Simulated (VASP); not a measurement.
# SnTe (P6_3mc) in VASP: further runs

SnTe is run at these levels: PBE, r2SCAN; tasks: single point.

Everything below comes from runs of VASP 6.6.1. Logs are shortened: lines on timing, memory, paths and dates and some standing lists are left out, and cuts for length are marked.

## 1. The cell of the first run

The structure is hexagonal, space group P6_3mc (No. 186). The conventional cell has a = 5.397 Å, b = 5.397 Å, c = 6.488 Å, α = 90.00°, β = 90.00°, γ = 120.00°. Within 4.0 Å of Sn (site symmetry 3m) lie 5 Te at 3.03 to 3.46 Å. Te (site symmetry 3m) has 5 Sn at 3.03 to 3.46 Å within 4.0 Å.

## 2. Single point, PBE

Input file INCAR:

```
PREC = Accurate
ENCUT = 500
EDIFF = 1E-6
ISMEAR = -1
SIGMA = 0.02
LREAL = False
LASPH = True
NELM = 120
ALGO = Normal
ISIF = 2
LWAVE = False
LCHARG = False
GGA = PE
NBANDS = 28
GGA_COMPAT = False
```

Input file KPOINTS:

```
regular mesh
0
Gamma
  6 6 4
```

Input file POSCAR:

```
SnTe
1.0
    5.3967552001      0.0000000000      0.0000000000
   -2.6983776001      4.6737271013      0.0000000000
    0.0000000000      0.0000000000      6.4878039298
Sn Te
2 2
Direct
    0.3333333333      0.6666666667     -0.0459806533
    0.6666666667      0.3333333333      0.4540193467
    0.3333333333      0.6666666667      0.4209806533
    0.6666666667      0.3333333333      0.9209806533
```

Potentials or basis: VASP PAW PBE potentials, release 64 (Sn_d, Te).

The run is started by

```bash
cat potpaw_PBE.64/Sn_d/POTCAR potpaw_PBE.64/Te/POTCAR > POTCAR
mpirun -np 1 vasp_std > vasp.out
```

OUTCAR:

```text
PREC = Accurate
   ENCUT = 500
   EDIFF = 1E-6
   ISMEAR = -1
   LREAL = False
   LASPH = True
   NELM = 120
   ISIF = 2
   GGA = PE

 ion  position               nearest neighbor table
   1  0.333  0.667  0.954-   3 3.03   4 3.12   4 3.12   4 3.12   3 3.46
   2  0.667  0.333  0.454-   4 3.03   3 3.12   3 3.12   3 3.12   4 3.46
   3  0.333  0.667  0.421-   1 3.03   2 3.12   2 3.12   2 3.12   1 3.46
   4  0.667  0.333  0.921-   2 3.03   1 3.12   1 3.12   1 3.12   2 3.46

  LATTYP: Found a hexagonal cell.
 ALAT       =     5.3967552001
 C/A-ratio  =     1.2021675413

  Lattice vectors:

 A1 = (   5.3967552001,   0.0000000000,   0.0000000000)
 A2 = (  -2.6983776001,   4.6737271013,   0.0000000000)
 A3 = (   0.0000000000,   0.0000000000,   6.4878039298)

Analysis of symmetry for initial positions (statically):
=====================================================================
 Subroutine PRICEL returns:
 Original cell was already a primitive cell.

 Routine SETGRP: Setting up the symmetry group for a
 hexagonal supercell.

 Subroutine GETGRP returns: Found 12 space group operations
 (whereof  6 operations were pure point group operations)
 out of a pool of 24 trial point group operations.

The static configuration has the point symmetry C_3v.
 The point group associated with its full space group is C_6v.

Analysis of symmetry for dynamics (positions and initial velocities):
=====================================================================
 Subroutine PRICEL returns:
 Original cell was already a primitive cell.

 Routine SETGRP: Setting up the symmetry group for a
 hexagonal supercell.

 Subroutine GETGRP returns: Found 12 space group operations
 (whereof  6 operations were pure point group operations)
 out of a pool of 24 trial point group operations.

The dynamic configuration has the point symmetry C_3v.
 The point group associated with its full space group is C_6v.

 Subroutine INISYM returns: Found 12 space group operations
 (whereof  6 operations are pure point group operations),
 and found     1 'primitive' translations

----------------------------------------------------------------------------------------

                                     Primitive cell

  volume of cell :     163.6416

  direct lattice vectors                    reciprocal lattice vectors
     5.396755200  0.000000000  0.000000000     0.185296528  0.106981000  0.000000000
    -2.698377600  4.673727101  0.000000000     0.000000000  0.213962000  0.000000000
     0.000000000  0.000000000  6.487803930     0.000000000  0.000000000  0.154135361

  length of vectors
     5.396755200  5.396755200  6.487803930     0.213962000  0.213962000  0.154135361

  position of ions in fractional coordinates (direct lattice)
     0.333333333  0.666666667  0.954019347
     0.666666667  0.333333333  0.454019347
     0.333333333  0.666666667  0.420980653
     0.666666667  0.333333333  0.920980653

  ion indices of the primitive-cell ions
   primitive index   ion index
                 1           1
                 2           2
                 3           3
                 4           4

----------------------------------------------------------------------------------------

 KPOINTS: regular mesh

Automatic generation of k-mesh.
 Grid dimensions read from file:
 generate k-points for:    6    6    4

 Generating k-lattice:

  Cartesian coordinates                     Fractional coordinates (reciprocal lattice)
     0.030882755  0.017830167  0.000000000     0.166666667  0.000000000  0.000000000
     0.000000000  0.035660333  0.000000000     0.000000000  0.166666667  0.000000000
     0.000000000  0.000000000  0.038533840     0.000000000  0.000000000  0.250000000

  Length of vectors
     0.035660333  0.035660333  0.038533840

  Shift w.r.t. Gamma in fractional coordinates (k-lattice)
     0.000000000  0.000000000  0.000000000

 Subroutine IBZKPT returns following result:
 ===========================================

 Found     21 irreducible k-points:

 Following reciprocal coordinates:
            Coordinates               Weight
  0.000000  0.000000  0.000000      1.000000
  0.166667  0.000000  0.000000      6.000000
  0.333333  0.000000  0.000000      6.000000
  0.500000  0.000000  0.000000      3.000000
  0.166667  0.166667  0.000000      6.000000
  0.333333  0.166667  0.000000     12.000000
[... 13 lines left out ...]
  0.333333  0.166667  0.500000     12.000000
  0.333333  0.333333  0.500000      2.000000
   k-points           NKPTS =     21   k-points in BZ     NKDIM =     21   number of bands    NBANDS=     28
   number of dos      NEDOS =    301   number of ions     NIONS =      4
   total plane-waves  NPLWV =  76800
   dimension x,y,z NGX =    40 NGY =   40 NGZ =   48
   dimension x,y,z NGXF=    80 NGYF=   80 NGZF=   96
   ions per type =               2   2
   NGX,Y,Z   is equivalent  to a cutoff of  12.32, 12.32, 12.30 a.u.
   NGXF,Y,Z  is equivalent  to a cutoff of  24.64, 24.64, 24.60 a.u.
 SYSTEM =  unknown system
   PREC   = accura    normal or accurate (medium, high low for compatibility)
   ISTART =      0    job   : 0-new  1-cont  2-samecut
   ICHARG =      2    charge: 1-file 2-atom 10-const
   ISPIN  =      1    spin polarized calculation?
   LNONCOLLINEAR =      F non collinear calculations
   LSORBIT =      F    spin-orbit coupling
   LASPH  =      T    aspherical Exc in radial PAW
   ENCUT  =  500.0 eV  36.75 Ry    6.06 a.u.   9.84  9.84 11.83*2*pi/ulx,y,z
   NELM   =    120;   NELMIN=  2; NELMDL= -5     # of ELM steps
   EDIFF  = 0.1E-05   stopping-criterion for ELM
   LREAL  =      F    real-space projection
   EDIFFG = 0.1E-04   stopping-criterion for IOM
   NSW    =      0    number of steps for IOM
   IBRION =     -1    ionic relax: 0-MD 1-quasi-New 2-CG
   NFREE  =      0    steps in history (QN), initial steepest desc. (CG)
   ISIF   =      2    stress and relaxation
   ISYM   =      2    0-nonsym 1-usesym 2-fastsym
   POTIM  = 0.5000    time-step for ionic-motion
   TEBEG  =    0.0;   TEEND  =   0.0 temperature during run
   PSTRESS=    0.0 pullay stress
   NELECT =      40.0000    total number of electrons
   NUPDOWN=      -1.0000    fix difference up-down
   EMIN   =  10.00;   EMAX   =-10.00  energy-range for DOS
   EFERMI =   0.00;   METHOD = LEGACY
   ISMEAR =    -1;   SIGMA  =   0.02  broadening in eV -4-tet -1-fermi 0-gaus
   EFERMI_NEDOS =   21; number of points for ismear=-14 and -15
   IALGO  =     38    algorithm
   IMIX   =      4    mixing-type and parameters
     AMIX     =   0.40;   BMIX     =  1.00
     AMIX_MAG =   1.60;   BMIX_MAG =  1.00
  volume/ion in A,a.u.               =      40.91       276.08
  Fermi-wavevector in a.u.,A,eV,Ry     =   1.023600  1.934323 14.255596  1.047757
  Thomas-Fermi vector in A             =   2.157342
   LORBIT       =      0    0 simple, 1 ext, 2 COOP (PROOUT), +10 PAW based schemes
   GGA     = PE    functional components
   LHFCALC =     F    Hartree Fock is set to
   AEXX    =    0.0000 exact exchange contribution
   IVDW    =     0    specifies the selected vdW correction
   LEPSILON=     F    determine dielectric tensor
   LRPA    =     F    only Hartree local field effects (RPA)
 non-spin polarized calculation
  energy-cutoff  :      500.00
  volume of cell :      163.64
 maximum number of plane-waves:      4192
 NGX is ok and might be reduce to    40
   NGX = 19   NGY = 19   NGZ = 23

 number of electron      39.9999998 magnetization

 Free energy of the ion-electron system (eV)
  ---------------------------------------------------
  ext. energy  EPLUGINS =         0.00000000
  ---------------------------------------------------
  free energy    TOTEN  =       -14.65633252 eV

  energy without entropy =      -14.65633251  energy(sigma->0) =      -14.65633251

 E-fermi :   4.5675     XC(G=0):  -8.0302

 val. band max:        4.2601138722   @ k =   0.3333   0.3333   0.5000
 cond. band min:       4.8864775889   @ k =   0.1667   0.0000   0.0000
 fundamental gap:      0.6263637167
 Fermi energy:         4.5674850780

 k-point     1 :       0.0000    0.0000    0.0000
  band No.  band energies     occupation
      1     -17.4916      2.00000
      2     -17.4916      2.00000
      3     -17.4914      2.00000
      4     -17.4914      2.00000
      5     -17.4843      2.00000
      6     -17.4736      2.00000
[... 20 lines left out ...]
     27       9.0040      0.00000
     28       9.0040      0.00000

 k-point     2 :       0.1667    0.0000    0.0000
  band No.  band energies     occupation
      1     -17.4929      2.00000
      2     -17.4916      2.00000
      3     -17.4916      2.00000
      4     -17.4907      2.00000
      5     -17.4825      2.00000
      6     -17.4739      2.00000
[... 20 lines left out ...]
     27       8.8382      0.00000
     28       9.2734      0.00000

 k-point     3 :       0.3333    0.0000    0.0000
  band No.  band energies     occupation
      1     -17.4944      2.00000
      2     -17.4921      2.00000
      3     -17.4911      2.00000
      4     -17.4896      2.00000
      5     -17.4793      2.00000
      6     -17.4743      2.00000
[... 20 lines left out ...]
     27       8.7134      0.00000
     28       9.4941      0.00000

 k-point     4 :       0.5000    0.0000    0.0000
  band No.  band energies     occupation
      1     -17.4950      2.00000
      2     -17.4923      2.00000
      3     -17.4909      2.00000
      4     -17.4891      2.00000
      5     -17.4773      2.00000
      6     -17.4749      2.00000
[... 20 lines left out ...]
     27       8.8662      0.00000
     28       9.0646      0.00000

 k-point     5 :       0.1667    0.1667    0.0000
  band No.  band energies     occupation
      1     -17.4938      2.00000
      2     -17.4925      2.00000
      3     -17.4910      2.00000
      4     -17.4899      2.00000
      5     -17.4801      2.00000
      6     -17.4743      2.00000
[... 20 lines left out ...]
     27       9.3820      0.00000
     28       9.5085      0.00000

 k-point     6 :       0.3333    0.1667    0.0000
  band No.  band energies     occupation
      1     -17.4945      2.00000
      2     -17.4928      2.00000
      3     -17.4910      2.00000
      4     -17.4890      2.00000
      5     -17.4775      2.00000
      6     -17.4748      2.00000
[... 370 lines left out ...]
      5     -17.4774      2.00000
      6     -17.4774      2.00000
[... 20 lines left out ...]
     27       9.6812      0.00000
     28       9.6812      0.00000

 k-point    19 :       0.1667    0.1667    0.5000
  band No.  band energies     occupation
      1     -17.4924      2.00000
      2     -17.4924      2.00000
      3     -17.4909      2.00000
      4     -17.4909      2.00000
      5     -17.4776      2.00000
      6     -17.4776      2.00000
[... 20 lines left out ...]
     27      10.3178      0.00000
     28      10.3178      0.00000

 k-point    20 :       0.3333    0.1667    0.5000
  band No.  band energies     occupation
      1     -17.4926      2.00000
      2     -17.4926      2.00000
      3     -17.4902      2.00000
      4     -17.4902      2.00000
      5     -17.4774      2.00000
      6     -17.4774      2.00000
[... 20 lines left out ...]
     27       9.4345      0.00000
     28       9.4345      0.00000

 k-point    21 :       0.3333    0.3333    0.5000
  band No.  band energies     occupation
      1     -17.4926      2.00000
      2     -17.4926      2.00000
      3     -17.4900      2.00000
      4     -17.4900      2.00000
      5     -17.4773      2.00000
      6     -17.4773      2.00000
[... 20 lines left out ...]
     27       9.0968      0.00000
     28       9.0968      0.00000

------------------------ aborting loop because EDIFF is reached ----------------------------------------

  FORCE on cell =-STRESS in cart. coord.  units (eV):
  Direction    XX          YY          ZZ          XY          YZ          ZX
  --------------------------------------------------------------------------------------
  -------------------------------------------------------------------------------------
  Total        0.5266697      0.5266697      0.8575510     -0.0000000      0.0000000      0.0000000
  in kB        5.1565009      5.1565009      8.3960832     -0.0000000      0.0000000      0.0000000
  external PRESSURE =       6.2363617 kB  Pullay stress =       0.0000000 kB

 VOLUME and BASIS-vectors are now :
 -----------------------------------------------------------------------------
  energy-cutoff  :      500.00
  volume of cell :      163.64
      direct lattice vectors                 reciprocal lattice vectors
     5.396755200  0.000000000  0.000000000     0.185296528  0.106981000  0.000000000
    -2.698377600  4.673727101  0.000000000     0.000000000  0.213962000  0.000000000
     0.000000000  0.000000000  6.487803930     0.000000000  0.000000000  0.154135361

 POSITION                                       TOTAL-FORCE (eV/Angst)
 -----------------------------------------------------------------------------------
     -0.00000      3.11582      6.18949         0.000000     -0.000000     -0.081625
      2.69838      1.55791      2.94559        -0.000000      0.000000     -0.081625
     -0.00000      3.11582      2.73124         0.000000      0.000000      0.081625
      2.69838      1.55791      5.97514         0.000000     -0.000000      0.081625
 -----------------------------------------------------------------------------------
    total drift:                               -0.000000     -0.000000      0.001359

  FREE ENERGIE OF THE ION-ELECTRON SYSTEM (eV)
  ---------------------------------------------------
  free  energy   TOTEN  =       -14.6563325152 eV

  energy  without entropy=      -14.6563325073  energy(sigma->0) =      -14.65633251
```

It took 2.5 min on 1 thread of Intel Xeon 8259CL, shared host; peak memory 0.3 GiB.

What came out:

| Quantity | Value |
| --- | --- |
| Free energy | -14.6563 eV |
| Pressure | 0.6 GPa |
| Largest force | 0.082 eV/Å |
| Band gap on the k mesh | 0.63 eV (least direct gap 0.73 eV) |

Forces in eV/Å, atoms in the order of the input:
```
Sn   0.000  0.000 -0.082
Sn   0.000  0.000 -0.082
Te   0.000  0.000  0.082
Te   0.000  0.000  0.082
```

Caveat: spin-orbit coupling is left out, which moves the levels of the heavy elements. A k mesh can miss the band edges.

## 3. Single point, r2SCAN (epitaxial xy strain -1.5%)

Input file POSCAR:

```
SnTe
1.0
    5.3158038721      0.0000000000      0.0000000000
   -2.6579019361      4.6036211948      0.0000000000
    0.0000000000      0.0000000000      6.4872751451
Sn Te
2 2
Direct
    0.3333333333      0.6666666667     -0.0472341209
    0.6666666667      0.3333333333      0.4527658791
    0.3333333333      0.6666666667      0.4222341209
    0.6666666667      0.3333333333      0.9222341209
```

Input file INCAR.step1:

```
ALGO     = Normal         # electronic algorithm
EDIFF    = 1E-5           # SCF threshold, eV
ENCUT    = 550            # plane-wave cutoff, eV
GGA      = PE             # functional
GGA_COMPAT= False        
ISMEAR   = 0              # smearing method
LASPH    = True           # aspherical terms in the spheres
LCHARG   = False          # write CHGCAR
LREAL    = False          # projectors in reciprocal space
LWAVE    = True           # write WAVECAR
NBANDS   = 28             # bands
NELM     = 120            # most SCF steps
PREC     = Accurate       # precision mode
SIGMA    = 0.01           # smearing width, eV
```

Input file INCAR.step2:

```
ALGO     = Normal         # electronic algorithm
EDIFF    = 1E-6           # SCF threshold, eV
ENCUT    = 550            # plane-wave cutoff, eV
GGA_COMPAT= False        
ISIF     = 2              # what is computed and relaxed
ISMEAR   = 0              # smearing method
ISTART   = 1            
LASPH    = True           # aspherical terms in the spheres
LCHARG   = False          # write CHGCAR
LMIXTAU  = True         
LREAL    = False          # projectors in reciprocal space
LWAVE    = False          # write WAVECAR
METAGGA  = R2SCAN         # meta-GGA
NBANDS   = 28             # bands
NELM     = 120            # most SCF steps
PREC     = Accurate       # precision mode
SIGMA    = 0.01           # smearing width, eV
```

Input file KPOINTS:

```
k-points
0
Gamma
  6 6 4
```

Potentials or basis: VASP PAW PBE potentials, release 64 (Sn_d, Te).

The run is started by

```bash
cat potpaw_PBE.64/Sn_d/POTCAR potpaw_PBE.64/Te/POTCAR > POTCAR
cp INCAR.step1 INCAR
mpirun -np 1 vasp_std > vasp.out
cp INCAR.step2 INCAR
mpirun -np 1 vasp_std > vasp.out
```

Run time: 9.1 min. Hardware: 1 thread of Intel Xeon 8259CL, shared host; peak memory 0.37 GiB.

Results (log left out):

* Free energy: -100.7518 eV
* Pressure: 1.0 GPa
* Largest force: 0.008 eV/Å
* Band gap on the k mesh: 0.55 eV (least direct gap 0.66 eV)

Forces in eV/Å, atoms in the order of the input:
```
Sn   0.000  0.000 -0.008
Sn   0.000  0.000 -0.008
Te   0.000  0.000  0.008
Te   0.000  0.000  0.008
```

Stress tensor (GPa, compression positive):
```
1.47 0.00 0.00
0.00 1.47 0.00
0.00 0.00 0.00
```

Levels at points of the mesh, in eV from the valence-band top:
```csv
k point,band 18,band 19,band 20,band 21,band 22,band 23
"(0.00, 0.00, 0.00)",-2.42,-2.42,-2.25,0.57,0.57,2.30
"(0.50, 0.00, 0.00)",-2.86,-2.46,-0.73,2.01,2.80,3.42
"(0.00, 0.00, 0.50)",-3.17,-1.92,-1.92,1.15,1.15,1.15
"(0.50, 0.00, 0.50)",-2.41,-1.04,-1.04,0.74,0.74,2.67
```

Caveat: the cell differs from its parent crystal (epitaxial xy strain -1.5%); the PAW data sets were made with another functional, which shifts forces and pressure a little; spin-orbit coupling is left out, which moves the levels of the heavy elements.
